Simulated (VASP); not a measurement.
# CsMg3 in VASP: further runs

Runs on CsMg3. Level: PBE. Tasks: single point, relaxation of cell and atoms.

All numbers are computed with VASP 6.6.1; they aren't measurements. Logs are shortened: lines on timing, memory, paths and dates and some standing lists are left out, and cuts for length are marked.

### Step 1. The cell of the first run

Symmetry: P4/mmm, No. 123, tetragonal system. Conventional cell: a = 4.610 Å, b = 4.610 Å, c = 4.562 Å, α = 90.00°, β = 90.00°, γ = 90.00°. Cs (site symmetry 4/mmm) has 12 Mg at 3.24 to 3.26 Å within 4.3 Å. Within 4.3 Å of Mg (site symmetry mmm) lie 4 Cs at 3.24 Å and 8 Mg at 3.24 to 3.26 Å. Within 4.3 Å of Mg (site symmetry 4/mmm) lie 8 Mg at 3.24 Å and 4 Cs at 3.26 Å.

### Step 2. Single point, PBE

INCAR

```
SYSTEM = CsMg3
PREC = Accurate
ENCUT = 600
EDIFF = 1E-6
ISMEAR = 0
SIGMA = 0.1
LREAL = .FALSE.
LASPH = .TRUE.
NELM = 120
ALGO = Normal
ISIF = 2
LWAVE = .FALSE.
LCHARG = .FALSE.
GGA = PE
NBANDS = 16
GGA_COMPAT = .FALSE.
```

KPOINTS

```
Automatic mesh
0
G
  4 4 4
  0 0 0
```

POSCAR

```
CsMg3
1.0
    4.6098143399      0.0000000000      0.0000000000
    0.0000000000      4.6098143399      0.0000000000
    0.0000000000      0.0000000000      4.5624318825
Cs Mg
1 3
Direct
    0.0000000000      0.0000000000      0.0000000000
    0.0000000000      0.5000000000      0.5000000000
    0.5000000000      0.0000000000      0.5000000000
    0.5000000000      0.5000000000      0.0000000000
```

Potentials or basis: VASP PAW PBE potentials, release 64 (Cs_sv, Mg).

Launch:

```bash
$ cat potpaw_PBE.64/Cs_sv/POTCAR potpaw_PBE.64/Mg/POTCAR > POTCAR
$ mpirun -np 1 vasp_std > vasp.out
```

OUTCAR:

```text
SYSTEM = CsMg3
   PREC = Accurate
   ENCUT = 600
   EDIFF = 1E-6
   ISMEAR = 0
   LREAL = .FALSE.
   LASPH = .TRUE.
   NELM = 120
   ISIF = 2
   GGA = PE

 ion  position               nearest neighbor table
   1  0.000  0.000  0.000-   2 3.24   3 3.24   2 3.24   3 3.24   2 3.24   2 3.24   3 3.24   3 3.24
                             4 3.26   4 3.26   4 3.26   4 3.26
   2  0.000  0.500  0.500-   1 3.24   4 3.24   1 3.24   4 3.24   1 3.24   1 3.24   4 3.24   4 3.24
                             3 3.26   3 3.26   3 3.26   3 3.26
   3  0.500  0.000  0.500-   1 3.24   4 3.24   1 3.24   4 3.24   4 3.24   4 3.24   1 3.24   1 3.24
                             2 3.26   2 3.26   2 3.26   2 3.26
   4  0.500  0.500  0.000-   2 3.24   3 3.24   2 3.24   3 3.24   3 3.24   3 3.24   2 3.24   2 3.24
                             1 3.26   1 3.26   1 3.26   1 3.26

  LATTYP: Found a simple tetragonal cell.
 ALAT       =     4.6098143399
 C/A-ratio  =     0.9897213957

  Lattice vectors:

 A1 = (   4.6098143399,   0.0000000000,   0.0000000000)
 A2 = (   0.0000000000,   4.6098143399,   0.0000000000)
 A3 = (   0.0000000000,   0.0000000000,   4.5624318825)

Analysis of symmetry for initial positions (statically):
=====================================================================
 Subroutine PRICEL returns:
 Original cell was already a primitive cell.

 Routine SETGRP: Setting up the symmetry group for a
 simple tetragonal supercell.

 Subroutine GETGRP returns: Found 16 space group operations
 (whereof 16 operations were pure point group operations)
 out of a pool of 16 trial point group operations.

The static configuration has the point symmetry D_4h.

Analysis of symmetry for dynamics (positions and initial velocities):
=====================================================================
 Subroutine PRICEL returns:
 Original cell was already a primitive cell.

 Routine SETGRP: Setting up the symmetry group for a
 simple tetragonal supercell.

 Subroutine GETGRP returns: Found 16 space group operations
 (whereof 16 operations were pure point group operations)
 out of a pool of 16 trial point group operations.

The dynamic configuration has the point symmetry D_4h.

 Subroutine INISYM returns: Found 16 space group operations
 (whereof 16 operations are pure point group operations),
 and found     1 'primitive' translations

----------------------------------------------------------------------------------------

                                     Primitive cell

  volume of cell :      96.9534

  direct lattice vectors                    reciprocal lattice vectors
     4.609814340  0.000000000  0.000000000     0.216928476  0.000000000  0.000000000
     0.000000000  4.609814340  0.000000000     0.000000000  0.216928476  0.000000000
     0.000000000  0.000000000  4.562431883     0.000000000  0.000000000  0.219181355

  length of vectors
     4.609814340  4.609814340  4.562431883     0.216928476  0.216928476  0.219181355

  position of ions in fractional coordinates (direct lattice)
     0.000000000  0.000000000  0.000000000
     0.000000000  0.500000000  0.500000000
     0.500000000  0.000000000  0.500000000
     0.500000000  0.500000000  0.000000000

  ion indices of the primitive-cell ions
   primitive index   ion index
                 1           1
                 2           2
                 3           3
                 4           4

----------------------------------------------------------------------------------------

 KPOINTS: Automatic mesh

Automatic generation of k-mesh.
 Grid dimensions read from file:
 generate k-points for:    4    4    4

 Generating k-lattice:

  Cartesian coordinates                     Fractional coordinates (reciprocal lattice)
     0.054232119  0.000000000  0.000000000     0.250000000  0.000000000  0.000000000
     0.000000000  0.054232119  0.000000000     0.000000000  0.250000000  0.000000000
     0.000000000  0.000000000  0.054795339     0.000000000  0.000000000  0.250000000

  Length of vectors
     0.054232119  0.054232119  0.054795339

  Shift w.r.t. Gamma in fractional coordinates (k-lattice)
     0.000000000  0.000000000  0.000000000

 Subroutine IBZKPT returns following result:
 ===========================================

 Found     18 irreducible k-points:

 Following reciprocal coordinates:
            Coordinates               Weight
  0.000000  0.000000  0.000000      1.000000
  0.250000  0.000000  0.000000      4.000000
  0.500000  0.000000  0.000000      2.000000
  0.250000  0.250000  0.000000      4.000000
  0.500000  0.250000  0.000000      4.000000
  0.500000  0.500000  0.000000      1.000000
[... 10 lines left out ...]
  0.500000  0.250000  0.500000      4.000000
  0.500000  0.500000  0.500000      1.000000
   k-points           NKPTS =     18   k-points in BZ     NKDIM =     18   number of bands    NBANDS=     16
   number of dos      NEDOS =    301   number of ions     NIONS =      4
   total plane-waves  NPLWV =  57600
   dimension x,y,z NGX =    40 NGY =   40 NGZ =   36
   dimension x,y,z NGXF=    80 NGYF=   80 NGZF=   72
   ions per type =               1   3
   NGX,Y,Z   is equivalent  to a cutoff of  14.43, 14.43, 13.12 a.u.
   NGXF,Y,Z  is equivalent  to a cutoff of  28.85, 28.85, 26.24 a.u.
 SYSTEM =  CsMg3
   PREC   = accura    normal or accurate (medium, high low for compatibility)
   ISTART =      0    job   : 0-new  1-cont  2-samecut
   ICHARG =      2    charge: 1-file 2-atom 10-const
   ISPIN  =      1    spin polarized calculation?
   LNONCOLLINEAR =      F non collinear calculations
   LSORBIT =      F    spin-orbit coupling
   LASPH  =      T    aspherical Exc in radial PAW
   ENCUT  =  600.0 eV  44.10 Ry    6.64 a.u.   9.21  9.21  9.11*2*pi/ulx,y,z
   NELM   =    120;   NELMIN=  2; NELMDL= -5     # of ELM steps
   EDIFF  = 0.1E-05   stopping-criterion for ELM
   LREAL  =      F    real-space projection
   EDIFFG = 0.1E-04   stopping-criterion for IOM
   NSW    =      0    number of steps for IOM
   IBRION =     -1    ionic relax: 0-MD 1-quasi-New 2-CG
   NFREE  =      0    steps in history (QN), initial steepest desc. (CG)
   ISIF   =      2    stress and relaxation
   ISYM   =      2    0-nonsym 1-usesym 2-fastsym
   POTIM  = 0.5000    time-step for ionic-motion
   TEBEG  =    0.0;   TEEND  =   0.0 temperature during run
   PSTRESS=    0.0 pullay stress
   NELECT =      15.0000    total number of electrons
   NUPDOWN=      -1.0000    fix difference up-down
   EMIN   =  10.00;   EMAX   =-10.00  energy-range for DOS
   EFERMI =   0.00;   METHOD = LEGACY
   ISMEAR =     0;   SIGMA  =   0.10  broadening in eV -4-tet -1-fermi 0-gaus
   EFERMI_NEDOS =   21; number of points for ismear=-14 and -15
   IALGO  =     38    algorithm
   IMIX   =      4    mixing-type and parameters
     AMIX     =   0.40;   BMIX     =  1.00
     AMIX_MAG =   1.60;   BMIX_MAG =  1.00
  volume/ion in A,a.u.               =      24.24       163.57
  Fermi-wavevector in a.u.,A,eV,Ry     =   0.878856  1.660796 10.508964  0.772387
  Thomas-Fermi vector in A             =   1.998999
   LORBIT       =      0    0 simple, 1 ext, 2 COOP (PROOUT), +10 PAW based schemes
   GGA     = PE    functional components
   LHFCALC =     F    Hartree Fock is set to
   AEXX    =    0.0000 exact exchange contribution
   IVDW    =     0    specifies the selected vdW correction
   LEPSILON=     F    determine dielectric tensor
   LRPA    =     F    only Hartree local field effects (RPA)
 non-spin polarized calculation
 Gauss-broadening in eV      SIGMA  =   0.10
  energy-cutoff  :      600.00
  volume of cell :       96.95
 maximum number of plane-waves:      3264
 NGX is ok and might be reduce to    40
   NGX = 19   NGY = 19   NGZ = 19

 number of electron      15.0000002 magnetization

 Free energy of the ion-electron system (eV)
  ---------------------------------------------------
  ext. energy  EPLUGINS =         0.00000000
  ---------------------------------------------------
  free energy    TOTEN  =        -2.16121327 eV

  energy without entropy =       -2.14486292  energy(sigma->0) =       -2.15303810

 E-fermi :   3.8661     XC(G=0):  -9.1122

 val. band max:        3.8454153667   @ k =   0.5000   0.2500   0.0000
 cond. band min:       3.8686660756   @ k =   0.5000   0.0000   0.0000
 fundamental gap:      0.0232507088
 Fermi energy:         3.8661343718

 k-point     1 :       0.0000    0.0000    0.0000
  band No.  band energies     occupation
      1     -18.7549      2.00000
      2      -5.8074      2.00000
      3      -5.8074      2.00000
      4      -5.7920      2.00000
      5      -1.9125      2.00000
      6       2.7914      2.00000
[... 8 lines left out ...]
     15       9.3034      0.00000
     16       9.3064      0.00000

 k-point     2 :       0.2500    0.0000    0.0000
  band No.  band energies     occupation
      1     -18.7380      2.00000
      2      -6.2252      2.00000
      3      -5.7719      2.00000
      4      -5.7574      2.00000
      5      -1.1745      2.00000
      6       2.2096      2.00000
[... 8 lines left out ...]
     15       8.9036      0.00000
     16      11.2379      0.00000

 k-point     3 :       0.5000    0.0000    0.0000
  band No.  band energies     occupation
      1     -18.7209      2.00000
      2      -6.5659      2.00000
      3      -5.7354      2.00000
      4      -5.7219      2.00000
      5       0.2755      2.00000
      6       0.4951      2.00000
[... 8 lines left out ...]
     15       8.8976      0.00000
     16      10.5049      0.00000
[... 248 lines left out ...]
 k-point    17 :       0.5000    0.2500    0.5000
  band No.  band energies     occupation
      1     -18.6730      2.00000
      2      -6.3346      2.00000
      3      -6.3008      2.00000
      4      -5.9627      2.00000
      5       0.3474      2.00000
      6       2.0001      2.00000
[... 8 lines left out ...]
     15      10.0170      0.00000
     16      10.0260      0.00000

 k-point    18 :       0.5000    0.5000    0.5000
  band No.  band energies     occupation
      1     -18.6591      2.00000
      2      -6.2593      2.00000
      3      -6.2261      2.00000
      4      -6.2261      2.00000
      5       1.3856      2.00000
      6       1.3856      2.00000
[... 8 lines left out ...]
     15      12.1241      0.00000
     16      12.1246      0.00000

------------------------ aborting loop because EDIFF is reached ----------------------------------------

  FORCE on cell =-STRESS in cart. coord.  units (eV):
  Direction    XX          YY          ZZ          XY          YZ          ZX
  --------------------------------------------------------------------------------------
  -------------------------------------------------------------------------------------
  Total        8.0121206      8.0121206      7.7435882      0.0000000      0.0000000      0.0000000
  in kB      132.4020761    132.4020761    127.9645198      0.0000000      0.0000000      0.0000000
  external PRESSURE =     130.9228907 kB  Pullay stress =       0.0000000 kB

 VOLUME and BASIS-vectors are now :
 -----------------------------------------------------------------------------
  energy-cutoff  :      600.00
  volume of cell :       96.95
      direct lattice vectors                 reciprocal lattice vectors
     4.609814340  0.000000000  0.000000000     0.216928476  0.000000000  0.000000000
     0.000000000  4.609814340  0.000000000     0.000000000  0.216928476  0.000000000
     0.000000000  0.000000000  4.562431883     0.000000000  0.000000000  0.219181355

 POSITION                                       TOTAL-FORCE (eV/Angst)
 -----------------------------------------------------------------------------------
      0.00000      0.00000      0.00000         0.000000      0.000000      0.000000
      0.00000      2.30491      2.28122         0.000000      0.000000      0.000000
      2.30491      0.00000      2.28122         0.000000      0.000000      0.000000
      2.30491      2.30491      0.00000         0.000000      0.000000      0.000000
 -----------------------------------------------------------------------------------
    total drift:                               -0.000000      0.000000      0.000000

  FREE ENERGIE OF THE ION-ELECTRON SYSTEM (eV)
  ---------------------------------------------------
  free  energy   TOTEN  =        -2.1612132701 eV

  energy  without entropy=       -2.1448629221  energy(sigma->0) =       -2.15303810
```

Wall time 12 s (1 thread of Intel Xeon 6975P-C (Granite Rapids), shared host); peak memory 0.24 GiB.

Results:

- Free energy: -2.1612 eV
- Pressure: 13.1 GPa
- Band gap on the k mesh: zero (an odd number of electrons rules out a gap without spin polarisation)

Levels at points of the mesh, in eV from the Fermi level:
```csv
k point,band 3,band 4,band 5,band 6,band 7,band 8,band 9,band 10,band 11,band 12
"(0.00, 0.00, 0.00)",-9.67,-9.66,-5.78,-1.07,-1.01,1.23,1.23,1.33,3.33,3.40
"(0.50, 0.00, 0.00)",-9.60,-9.59,-3.59,-3.37,-0.20,0.00,0.11,2.34,3.52,3.62
"(0.50, 0.50, 0.00)",-10.25,-9.53,-3.96,-1.35,-1.02,-1.02,1.15,1.15,2.51,3.17
"(0.00, 0.00, 0.50)",-9.60,-9.60,-3.57,-3.34,-0.21,0.01,0.01,2.30,3.59,3.59
"(0.50, 0.00, 0.50)",-10.24,-9.53,-3.94,-1.37,-1.01,-0.98,1.05,1.09,2.41,3.05
"(0.50, 0.50, 0.50)",-10.09,-10.09,-2.48,-2.48,-2.46,-1.98,1.60,1.60,1.70,5.07
```

Caveat: the cell stands under pressure; spin-orbit coupling is left out, which moves the levels of the heavy elements.

### Step 3. Single point, PBE

This run uses another cell than the first one, of 37.47 Å³/atom.

INCAR

```
SYSTEM = CsMg3
  PREC = Accurate
  ENCUT = 600
  EDIFF = 1E-6
  ISMEAR = 0
  SIGMA = 0.1
  LREAL = .FALSE.
  LASPH = .TRUE.
  NELM = 120
  ALGO = Normal
  ISIF = 2
  LWAVE = .FALSE.
  LCHARG = .FALSE.
  GGA = PE
  NBANDS = 16
  GGA_COMPAT = .FALSE.
```

KPOINTS is that of step 2.

POSCAR

```
CsMg3
1.0
    5.3200606280      0.0000000000      0.0000000000
    0.0000000000      5.3200606280      0.0000000000
    0.0000000000      0.0000000000      5.2951812126
Cs Mg
1 3
Direct
    0.0000000000      0.0000000000      0.0000000000
    0.0000000000      0.5000000000      0.5000000000
    0.5000000000      0.0000000000      0.5000000000
    0.5000000000      0.5000000000      0.0000000000
```

Potentials or basis: VASP PAW PBE potentials, release 64 (Cs_sv, Mg).

Launch:

```bash
$ cat potpaw_PBE.64/Cs_sv/POTCAR potpaw_PBE.64/Mg/POTCAR > POTCAR
$ mpirun -np 1 vasp_std > vasp.out
```

Run time: 20 s. Hardware: 1 thread of Intel Xeon 6975P-C (Granite Rapids), shared host; peak memory 0.3 GiB.

The run converged. Its results:

- Free energy: -3.6968 eV
- Pressure: 0.2 GPa
- Band gap on the k mesh: zero (an odd number of electrons rules out a gap without spin polarisation)

Levels at points of the mesh, in eV from the Fermi level:
```tsv
k point	band 6	band 7	band 8	band 9	band 10	band 11
(0.00, 0.00, 0.00)	-0.75	-0.72	0.61	0.61	0.65	2.81
(0.50, 0.00, 0.00)	-3.17	0.32	0.35	0.44	0.73	2.43
(0.50, 0.50, 0.00)	-1.86	-1.86	-1.08	1.21	1.21	2.09
(0.00, 0.00, 0.50)	-3.16	0.32	0.32	0.43	0.71	2.43
(0.50, 0.00, 0.50)	-1.86	-1.85	-1.08	1.18	1.19	2.06
(0.50, 0.50, 0.50)	-2.09	-2.09	-1.26	0.39	0.39	0.41
```

Caveat: spin-orbit coupling is left out, which moves the levels of the heavy elements.

### Step 4. Relaxation of cell and atoms, PBE

INCAR

```
SYSTEM = CsMg3
PREC = Accurate ; ENCUT = 600
EDIFF = 1E-7 ; ISMEAR = 0
SIGMA = 0.1 ; LREAL = .FALSE.
LASPH = .TRUE. ; NELM = 120
ALGO = Normal ; ISIF = 3
LWAVE = .FALSE. ; LCHARG = .FALSE.
GGA = PE ; IBRION = 2
NSW = 90 ; EDIFFG = -0.04
GGA_COMPAT = .FALSE. ; NELMIN = 4
```

KPOINTS is that of step 3.

POSCAR

```
CsMg3
1.0
    4.6098143399      0.0000000000      0.0000000000
    0.0000000000      4.6098143399      0.0000000000
    0.0000000000      0.0000000000      4.5624318825
Cs Mg
1 3
Direct
    0.0000000000      0.0000000000      0.0000000000
    0.0000000000      0.5000000000      0.5000000000
    0.5000000000      0.0000000000      0.5000000000
    0.5000000000      0.5000000000      0.0000000000
```

Launch:

```bash
$ cat potpaw_PBE.64/Cs_sv/POTCAR potpaw_PBE.64/Mg/POTCAR > POTCAR
$ mpirun -np 1 vasp_std > vasp.out
```

Run time: 52 s. Hardware: 1 thread of Intel Xeon 6975P-C (Granite Rapids), shared host; peak memory 0.25 GiB.

It converged, with:

| Item | Value |
| --- | --- |
| Free energy | -3.6955 eV |
| Relaxed volume | 38.02 Å³/atom |
| Relaxed cell | a = 5.365 Å, b = 5.365 Å, c = 5.285 Å, α = 90.00°, β = 90.00°, γ = 90.00° |
| Space group after relaxing (to 0.1 Å) | Pm-3m (No. 221) |
| Energy gained by relaxing | 383.6 meV/atom |
| Ionic steps | 6 |
| Pressure after relaxing | 0.0 GPa |
| Band gap on the k mesh | zero (an odd number of electrons rules out a gap without spin polarisation) |

Stress tensor (GPa, compression positive):
```
-0.04  0.00  0.00
 0.00 -0.04  0.00
 0.00  0.00  0.04
```

Step by step:
```
step  energy change (eV)  largest force (eV/Å)  pressure (GPa)  volume (Å³)
   1              0.0000                0.0000           13.10        96.95
   2             -1.3381                0.0000            2.97       127.51
   3             -1.5081                0.0000            0.91       142.20
   4             -1.4335                0.0000           -1.24       174.89
   5             -1.5334                0.0000           -0.15       153.89
   6             -1.5343                0.0000           -0.01       152.10
```

Final structure:
```
Cs Mg
1.0
     5.36481    0.00000    0.00000
     0.00000    5.36481    0.00000
     0.00000    0.00000    5.28465
Cs Mg
1 3
Direct
  0.00000 0.00000 0.00000
  0.00000 0.50000 0.50000
  0.50000 0.00000 0.50000
  0.50000 0.50000 0.00000
```

Levels at points of the mesh, in eV from the Fermi level:
| k point | band 4 | band 5 | band 6 | band 7 | band 8 | band 9 | band 10 | band 11 |
| --- | --- | --- | --- | --- | --- | --- | --- | --- |
| (0.00, 0.00, 0.00) | -9.47 | -4.79 | -0.79 | -0.68 | 0.57 | 0.57 | 0.68 | 2.79 |
| (0.50, 0.00, 0.00) | -9.45 | -3.37 | -3.16 | 0.30 | 0.41 | 0.46 | 0.70 | 2.38 |
| (0.50, 0.50, 0.00) | -9.44 | -3.01 | -1.89 | -1.89 | -1.07 | 1.25 | 1.25 | 2.12 |
| (0.00, 0.00, 0.50) | -9.46 | -3.32 | -3.13 | 0.31 | 0.31 | 0.43 | 0.64 | 2.38 |
| (0.50, 0.00, 0.50) | -9.44 | -2.99 | -1.87 | -1.84 | -1.07 | 1.15 | 1.19 | 2.03 |
| (0.50, 0.50, 0.50) | -9.59 | -2.09 | -2.09 | -2.07 | -1.24 | 0.35 | 0.35 | 0.42 |

Caveat: the volume moved by over 15 % at a fixed basis, so the end points are rough; spin-orbit coupling is left out, which moves the levels of the heavy elements.

(Continued in part 2 of 2.)
